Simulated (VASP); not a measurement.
The system is Si.

```xyz
2
Lattice="-2.3714 2.3714 1.3293 2.3714 -2.3714 1.3293 2.3714 2.3714 -1.3293" Properties=species:S:1:pos:R:3 pbc="T T T"
Si    2.3714    0.0000    0.6646
Si    0.0000    0.0000    1.3293
```

| Property | Result |
| --- | --- |
| Program | VASP 6.6.1 |
| Task | relaxation of cell and atoms |
| Functional | RPBE |
| Potentials or basis | VASP PAW PBE potentials, release 64 (Si) |
| Cutoff | 600 eV |
| k mesh | 12 × 12 × 12 |
| Occupations | methfessel-paxton, width 0.1 eV |
| Spin | no spin polarisation |

At the start: pressure 4.5 GPa; volume 14.95 Å³/atom.

Question: How do energy, volume and symmetry change on relaxing?

Answer: Over 11 steps the energy falls by 12.4 meV/atom and the volume is 15.50 Å³/atom (+3.7 %); space group I4_1/amd (No. 141, to 0.05 Å).

The path:
```csv
step,energy change (eV),largest force (eV/Å),pressure (GPa),volume (Å³)
1,0.0000,0.0000,4.50,29.90
2,-0.0174,0.0000,-2.36,31.75
3,-0.0212,0.0000,-0.58,31.19
4,-0.0212,0.0000,-0.47,31.17
5,-0.0241,0.0000,-0.27,31.09
6,-0.0247,0.0000,-0.06,31.03
7,-0.0247,0.0000,-0.10,31.04
8,-0.0247,0.0000,-0.09,31.04
9,-0.0247,0.0000,-0.08,31.04
10,-0.0247,0.0000,0.05,31.00
11,-0.0247,0.0000,0.02,31.01
```

Final structure:
```yaml
crystal:
  lattice:
    - [-2.42637, 2.42637, 1.31681]
    - [2.42637, -2.42637, 1.31681]
    - [2.42637, 2.42637, -1.31681]
  atoms:
    - { symbol: Si, position: [0.25000, 0.75000, 0.50000] }
    - { symbol: Si, position: [0.50000, 0.50000, 0.00000] }
```

Caveat: the PAW data sets were made with another functional, which shifts forces and pressure a little.
